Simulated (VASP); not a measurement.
# W (R-3m) in VASP: a series of runs, part 2 of 3

VASP 6.6.1.

## 4. Single point, PBE (14.84 Å³/atom)

File INCAR:

```
PREC     = Accurate       # precision mode
ENCUT    = 520            # plane-wave cutoff, eV
EDIFF    = 1E-7           # SCF threshold, eV
ISMEAR   = 0              # smearing method
SIGMA    = 0.15           # smearing width, eV
LREAL    = False          # projectors in reciprocal space
LASPH    = True           # aspherical terms in the spheres
NELM     = 60             # most SCF steps
ALGO     = Fast           # electronic algorithm
ISIF     = 2              # what is computed and relaxed
LWAVE    = False          # write WAVECAR
LCHARG   = True           # write CHGCAR
GGA      = PE             # functional
LELF     = True           # ELF
LVHAR    = True         
NBANDS   = 13             # bands
```

File KPOINTS:

```
Automatic mesh
0
Gamma
  22 22 22
```

File POSCAR:

```
W
1.0
   -1.3431737167      1.5551368279      1.5551368279
    1.5551368279     -1.3431737167      1.5551368279
    1.5551368279      1.5551368279     -1.3431737167
W
1
Direct
    0.0000000000      0.0000000000      0.0000000000
```

Potentials or basis: VASP PAW PBE potentials, release 64 (W_sv).

Run with:

```bash
$ cat potpaw_PBE.64/W_sv/POTCAR > POTCAR
$ mpirun -np 1 vasp_std > vasp.out
```

OUTCAR:

```text
PREC = Accurate
   ENCUT = 520
   EDIFF = 1E-7
   ISMEAR = 0
   LREAL = False
   LASPH = True
   NELM = 60
   ISIF = 2
   GGA = PE

 ion  position               nearest neighbor table
   1  0.000  0.000  0.000-

  LATTYP: Found a trigonal (rhomboedric) cell.
 ALAT       =     2.5770170237
 COS(alpha) =    -0.2648972803

  Lattice vectors:

 A1 = (  -1.3431737167,   1.5551368279,   1.5551368279)
 A2 = (   1.5551368279,  -1.3431737167,   1.5551368279)
 A3 = (   1.5551368279,   1.5551368279,  -1.3431737167)

Analysis of symmetry for initial positions (statically):
=====================================================================
 Subroutine PRICEL returns:
 Original cell was already a primitive cell.

 Routine SETGRP: Setting up the symmetry group for a
 trigonal (rhombohedral) supercell.

 Subroutine GETGRP returns: Found 12 space group operations
 (whereof 12 operations were pure point group operations)
 out of a pool of 12 trial point group operations.

The static configuration has the point symmetry D_3d.

Analysis of symmetry for dynamics (positions and initial velocities):
=====================================================================
 Subroutine PRICEL returns:
 Original cell was already a primitive cell.

 Routine SETGRP: Setting up the symmetry group for a
 trigonal (rhombohedral) supercell.

 Subroutine GETGRP returns: Found 12 space group operations
 (whereof 12 operations were pure point group operations)
 out of a pool of 12 trial point group operations.

The dynamic configuration has the point symmetry D_3d.

 Subroutine INISYM returns: Found 12 space group operations
 (whereof 12 operations are pure point group operations),
 and found     1 'primitive' translations

----------------------------------------------------------------------------------------

                                     Primitive cell

  volume of cell :      14.8440

  direct lattice vectors                    reciprocal lattice vectors
    -1.343173717  1.555136828  1.555136828    -0.041386077  0.303642513  0.303642513
     1.555136828 -1.343173717  1.555136828     0.303642513 -0.041386077  0.303642513
     1.555136828  1.555136828 -1.343173717     0.303642513  0.303642513 -0.041386077

  length of vectors
     2.577017024  2.577017024  2.577017024     0.431405099  0.431405099  0.431405099

  position of ions in fractional coordinates (direct lattice)
     0.000000000  0.000000000  0.000000000

  ion indices of the primitive-cell ions
   primitive index   ion index
                 1           1

----------------------------------------------------------------------------------------

 KPOINTS: Automatic mesh

Automatic generation of k-mesh.
 Grid dimensions read from file:
 generate k-points for:   22   22   22

 Generating k-lattice:

  Cartesian coordinates                     Fractional coordinates (reciprocal lattice)
    -0.001881185  0.013801932  0.013801932     0.045454545  0.000000000  0.000000000
     0.013801932 -0.001881185  0.013801932     0.000000000  0.045454545  0.000000000
     0.013801932  0.013801932 -0.001881185    -0.000000000 -0.000000000  0.045454545

  Length of vectors
     0.019609323  0.019609323  0.019609323

  Shift w.r.t. Gamma in fractional coordinates (k-lattice)
     0.000000000  0.000000000  0.000000000

 Subroutine IBZKPT returns following result:
 ===========================================

 Found   1024 irreducible k-points:

 Following reciprocal coordinates:
            Coordinates               Weight
  0.000000  0.000000  0.000000      1.000000
  0.045455  0.000000  0.000000      6.000000
  0.090909  0.000000  0.000000      6.000000
  0.136364  0.000000  0.000000      6.000000
  0.181818  0.000000  0.000000      6.000000
  0.227273 -0.000000 -0.000000      6.000000
[... 16 lines left out ...]
  0.500000  0.045455 -0.000000     12.000000
 -0.454545  0.045455  0.000000     12.000000
 [... further k-points ...]
   k-points           NKPTS =   1024   k-points in BZ     NKDIM =   1024   number of bands    NBANDS=     13
   number of dos      NEDOS =    301   number of ions     NIONS =      1
   total plane-waves  NPLWV =   8000
   dimension x,y,z NGX =    20 NGY =   20 NGZ =   20
   dimension x,y,z NGXF=    40 NGYF=   40 NGZF=   40
   ions per type =               1
   NGX,Y,Z   is equivalent  to a cutoff of  12.90, 12.90, 12.90 a.u.
   NGXF,Y,Z  is equivalent  to a cutoff of  25.80, 25.80, 25.80 a.u.
 SYSTEM =  unknown system
   PREC   = accura    normal or accurate (medium, high low for compatibility)
   ISTART =      0    job   : 0-new  1-cont  2-samecut
   ICHARG =      2    charge: 1-file 2-atom 10-const
   ISPIN  =      1    spin polarized calculation?
   LNONCOLLINEAR =      F non collinear calculations
   LSORBIT =      F    spin-orbit coupling
   LASPH  =      T    aspherical Exc in radial PAW
   ENCUT  =  520.0 eV  38.22 Ry    6.18 a.u.   4.79  4.79  4.79*2*pi/ulx,y,z
   NELM   =     60;   NELMIN=  2; NELMDL= -5     # of ELM steps
   EDIFF  = 0.1E-06   stopping-criterion for ELM
   LREAL  =      F    real-space projection
   EDIFFG = 0.1E-05   stopping-criterion for IOM
   NSW    =      0    number of steps for IOM
   IBRION =     -1    ionic relax: 0-MD 1-quasi-New 2-CG
   NFREE  =      0    steps in history (QN), initial steepest desc. (CG)
   ISIF   =      2    stress and relaxation
   ISYM   =      2    0-nonsym 1-usesym 2-fastsym
   POTIM  = 0.5000    time-step for ionic-motion
   TEBEG  =    0.0;   TEEND  =   0.0 temperature during run
   PSTRESS=    0.0 pullay stress
   NELECT =      14.0000    total number of electrons
   NUPDOWN=      -1.0000    fix difference up-down
   EMIN   =  10.00;   EMAX   =-10.00  energy-range for DOS
   EFERMI =   0.00;   METHOD = LEGACY
   ISMEAR =     0;   SIGMA  =   0.15  broadening in eV -4-tet -1-fermi 0-gaus
   EFERMI_NEDOS =   21; number of points for ismear=-14 and -15
   IALGO  =     68    algorithm
   IMIX   =      4    mixing-type and parameters
     AMIX     =   0.40;   BMIX     =  1.00
     AMIX_MAG =   1.60;   BMIX_MAG =  1.00
  volume/ion in A,a.u.               =      14.84       100.17
  Fermi-wavevector in a.u.,A,eV,Ry     =   1.605464  3.033887 35.069209  2.577514
  Thomas-Fermi vector in A             =   2.701806
   LORBIT       =      0    0 simple, 1 ext, 2 COOP (PROOUT), +10 PAW based schemes
   GGA     = PE    functional components
   LHFCALC =     F    Hartree Fock is set to
   AEXX    =    0.0000 exact exchange contribution
   IVDW    =     0    specifies the selected vdW correction
   LEPSILON=     F    determine dielectric tensor
   LRPA    =     F    only Hartree local field effects (RPA)
 non-spin polarized calculation
 RMM-DIIS sequential band-by-band and
 Gauss-broadening in eV      SIGMA  =   0.15
  energy-cutoff  :      520.00
  volume of cell :       14.84
 maximum number of plane-waves:       415
   NGX =  9   NGY =  9   NGZ =  9

 number of electron      14.0000002 magnetization

 Free energy of the ion-electron system (eV)
  ---------------------------------------------------
  ext. energy  EPLUGINS =         0.00000000
  ---------------------------------------------------
  free energy    TOTEN  =       -12.46460840 eV

  energy without entropy =      -12.45852676  energy(sigma->0) =      -12.46156758

 E-fermi :  12.5951     XC(G=0): -13.9850

 val. band max:       12.5938880547   @ k =  -0.4091  -0.4545   0.2727
 cond. band min:      12.5972107949   @ k =  -0.4545  -0.4545   0.2727
 fundamental gap:      0.0033227402
 Fermi energy:        12.5951454145

 k-point     1 :       0.0000    0.0000    0.0000
  band No.  band energies     occupation
      1     -61.7106      2.00000
      2     -25.4035      2.00000
      3     -24.9421      2.00000
      4     -24.9421      2.00000
      5       2.4813      2.00000
      6       9.3386      2.00000
      7       9.3386      2.00000
      8      13.5774      0.00000
      9      15.7415      0.00000
     10      15.7415      0.00000
     11      26.2760      0.00000
     12      26.2760      0.00000
     13      29.8891      0.00000
[... 353 lines left out ...]
 k-point    24 :      -0.4545    0.0455    0.0000
  band No.  band energies     occupation
      1     -61.5526      2.00000
      2     -26.7958      2.00000
      3     -25.3449      2.00000
      4     -24.9438      2.00000
      5       5.8578      2.00000
      6       8.2841      2.00000
      7      11.6191      2.00000
      8      15.8284      0.00000
      9      16.0988      0.00000
     10      17.3895      0.00000
     11      24.3690      0.00000
     12      25.8603      0.00000
     13      31.6399      0.00000

 [... further k-points ...]

------------------------ aborting loop because EDIFF is reached ----------------------------------------

  FORCE on cell =-STRESS in cart. coord.  units (eV):
  Direction    XX          YY          ZZ          XY          YZ          ZX
  --------------------------------------------------------------------------------------
  -------------------------------------------------------------------------------------
  Total        3.6792039      3.6792039      3.6792039     -1.7292480     -1.7292480     -1.7292480
  in kB      397.1124381    397.1124381    397.1124381   -186.6452416   -186.6452416   -186.6452416
  external PRESSURE =     397.1124381 kB  Pullay stress =       0.0000000 kB

 VOLUME and BASIS-vectors are now :
 -----------------------------------------------------------------------------
  energy-cutoff  :      520.00
  volume of cell :       14.84
      direct lattice vectors                 reciprocal lattice vectors
    -1.343173717  1.555136828  1.555136828    -0.041386077  0.303642513  0.303642513
     1.555136828 -1.343173717  1.555136828     0.303642513 -0.041386077  0.303642513
     1.555136828  1.555136828 -1.343173717     0.303642513  0.303642513 -0.041386077

 POSITION                                       TOTAL-FORCE (eV/Angst)
 -----------------------------------------------------------------------------------
      0.00000      0.00000      0.00000         0.000000     -0.000000      0.000000
 -----------------------------------------------------------------------------------
    total drift:                                0.000000     -0.000000      0.000000

  FREE ENERGIE OF THE ION-ELECTRON SYSTEM (eV)
  ---------------------------------------------------
  free  energy   TOTEN  =       -12.4646083980 eV

  energy  without entropy=      -12.4585267617  energy(sigma->0) =      -12.46156758
```

It took 3.8 min on 1 thread of Intel Xeon 8259CL, shared host; peak memory 0.29 GiB.

Results:

```yaml
Free_energy: -12.4646 eV
Pressure: 39.7 GPa
Band_gap_on_the_k_mesh: zero (bands 7 and 8 overlap by 3.36 eV)
```

Levels at points of the mesh, in eV from the Fermi level:
```
           k point  band 4  band 5  band 6  band 7  band 8  band 9  band 10  band 11
(0.00, 0.00, 0.00)  -37.54  -10.11   -3.26   -3.26    0.98    3.15     3.15    13.68
(0.50, 0.00, 0.00)  -37.52   -6.83   -4.42   -0.18    3.17    3.66     4.65    11.64
(0.50, 0.50, 0.00)  -37.63   -6.94   -4.15    2.02    2.05    2.23     7.63    10.00
(0.50, 0.50, 0.50)  -38.57   -6.54   -6.54    1.72    7.14    7.14     7.19     9.93
```

Caveat: the cell stands under pressure; spin-orbit coupling is left out, which moves the levels of the heavy elements.

## 5. Single point, PBE (14.84 Å³/atom)

File INCAR:

```
SYSTEM = W
PREC     = Accurate       ! precision mode
ENCUT    = 520            ! plane-wave cutoff, eV
EDIFF    = 1E-7           ! SCF threshold, eV
ISMEAR   = 0              ! smearing method
SIGMA    = 0.15           ! smearing width, eV
LREAL    = .False.        ! projectors in reciprocal space
LASPH    = .True.         ! aspherical terms in the spheres
NELM     = 80             ! most SCF steps
ALGO     = Fast           ! electronic algorithm
ISIF     = 2              ! what is computed and relaxed
LWAVE    = .False.        ! write WAVECAR
LCHARG   = .False.        ! write CHGCAR
GGA      = PE             ! functional
NBANDS   = 13             ! bands
```

File KPOINTS:

```
Automatic mesh
0
Gamma
  22 22 22
  0 0 0
```

File POSCAR:

```
W
1.0
   -1.7532085858      1.5548361687      1.5548361687
    1.5548361687     -1.7532085858      1.5548361687
    1.5548361687      1.5548361687     -1.7532085858
W
1
Direct
    0.0000000000      0.0000000000      0.0000000000
```

Run with:

```bash
$ cat potpaw_PBE.64/W_sv/POTCAR > POTCAR
$ mpirun -np 1 vasp_std > vasp.out
```

Run time: 4.8 min. Hardware: 1 thread of Intel Xeon 8259CL, shared host; peak memory 0.3 GiB.

It converged, with:

```
Free energy            : -12.2050 eV
Pressure               : 44.8 GPa
Band gap on the k mesh : zero (bands 7 and 8 overlap by 5.33 eV)
```

Stress tensor (GPa, compression positive):
```
44.83 39.82 39.82
39.82 44.83 39.82
39.82 39.82 44.83
```

Levels at points of the mesh, in eV from the Fermi level:
```csv
k point,band 4,band 5,band 6,band 7,band 8,band 9,band 10,band 11
"(0.00, 0.00, 0.00)",-36.87,-10.00,-3.99,-1.26,-1.26,3.81,3.81,12.23
"(0.50, 0.00, 0.00)",-37.73,-6.75,-3.81,1.52,1.80,2.15,6.38,10.80
"(0.50, 0.50, 0.00)",-36.94,-6.92,-4.90,-0.21,4.14,4.37,6.05,9.83
"(0.50, 0.50, 0.50)",-38.39,-6.59,-6.59,4.07,4.07,7.68,8.08,8.08
```

Caveat: the cell stands under pressure; spin-orbit coupling is left out, which moves the levels of the heavy elements.

## 6. Single point, PBE (14.84 Å³/atom)

File INCAR:

```
PREC     = Accurate       # precision mode
ENCUT    = 520            # plane-wave cutoff, eV
EDIFF    = 1E-6           # SCF threshold, eV
ISMEAR   = 0              # smearing method
SIGMA    = 0.15           # smearing width, eV
LREAL    = False          # projectors in reciprocal space
LASPH    = True           # aspherical terms in the spheres
NELM     = 100            # most SCF steps
ALGO     = Fast           # electronic algorithm
ISIF     = 2              # what is computed and relaxed
LWAVE    = False          # write WAVECAR
LCHARG   = False          # write CHGCAR
GGA      = PE             # functional
NBANDS   = 13             # bands
```

File KPOINTS:

```
regular mesh
0
Gamma
  22 22 22
```

File POSCAR:

```
W
1.0
   -0.9254853714      1.6138013618      1.6138013618
    1.6138013618     -0.9254853714      1.6138013618
    1.6138013618      1.6138013618     -0.9254853714
W
1
Direct
    0.0000000000      0.0000000000      0.0000000000
```

Potentials or basis: VASP PAW PBE potentials, release 64 (W_sv).

Run with:

```bash
$ cat potpaw_PBE.64/W_sv/POTCAR > POTCAR
$ mpirun -np 1 vasp_std > vasp.out
```

Wall time 2.7 min (1 thread of Intel Xeon 8259CL, shared host); peak memory 0.28 GiB.

The run converged. Its results:

```yaml
Free_energy: -10.9429 eV
Pressure: 70.4 GPa
Band_gap_on_the_k_mesh: zero (bands 7 and 8 overlap by 3.66 eV)
```

Stress tensor (GPa, compression positive):
```
 70.39 -10.89 -10.89
-10.89  70.39 -10.89
-10.89 -10.89  70.39
```

Levels at points of the mesh, in eV from the Fermi level:
| k point | band 3 | band 4 | band 5 | band 6 | band 7 | band 8 | band 9 | band 10 | band 11 | band 12 |
| --- | --- | --- | --- | --- | --- | --- | --- | --- | --- | --- |
| (0.00, 0.00, 0.00) | -37.27 | -37.27 | -9.74 | -5.58 | -5.58 | 5.65 | 6.05 | 6.05 | 15.71 | 15.71 |
| (0.50, 0.00, 0.00) | -37.18 | -37.06 | -5.83 | -4.41 | -0.68 | 0.97 | 1.26 | 6.48 | 12.08 | 14.28 |
| (0.50, 0.50, 0.00) | -39.21 | -36.92 | -7.43 | -3.56 | 1.83 | 2.35 | 5.15 | 6.77 | 9.63 | 16.73 |
| (0.50, 0.50, 0.50) | -39.09 | -38.82 | -5.70 | -5.70 | -4.42 | 6.68 | 9.98 | 9.98 | 13.85 | 13.85 |

Caveat: the cell stands under pressure; spin-orbit coupling is left out, which moves the levels of the heavy elements.

(Part 2 of 3 ends here.)
